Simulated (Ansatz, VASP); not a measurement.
Two plane-wave programs on PbSe

```xyz
4
Lattice="5.3495 0.0000 0.0000 0.0000 5.3495 0.0000 0.0000 0.0000 4.2213" Properties=species:S:1:pos:R:3 pbc="T T T"
Pb    2.6747    0.0000    1.3434
Pb    0.0000    2.6747    2.8779
Se    0.0000    0.0000    0.0000
Se    2.6747    2.6747    0.0000
```

Alike in both runs: functional PBE; k mesh 6 × 6 × 8; occupations gaussian, width 0.05 eV; no spin polarisation.

Ansatz relaxed the structure, and its values are those at the end. VASP's run is a single point on that final structure, the one shown.

```csv
,VASP,Ansatz
version,VASP 6.6.1,Ansatz 0.2.0
potentials or method,"VASP PAW PBE potentials, release 64 (Pb_d, Se), cutoff 520 eV","scalar-relativistic, plane waves, PAW"
valence electrons in the cell,40,60
```

|  | VASP | Ansatz | Ansatz less VASP |
| --- | --- | --- | --- |
| gap on the k mesh at the Fermi level (eV) | 0.43 | 0.43 | +0.004 |
| least direct gap on the mesh (eV) | 0.88 | 0.88 | -0.002 |
| pressure (GPa) | 0.0 | 0.0 | 0.00 |

VASP's potentials hold 40 valence electrons a cell and Ansatz's 60, so a difference there can come from the potentials and not from the codes.

Spin-orbit coupling is off throughout.
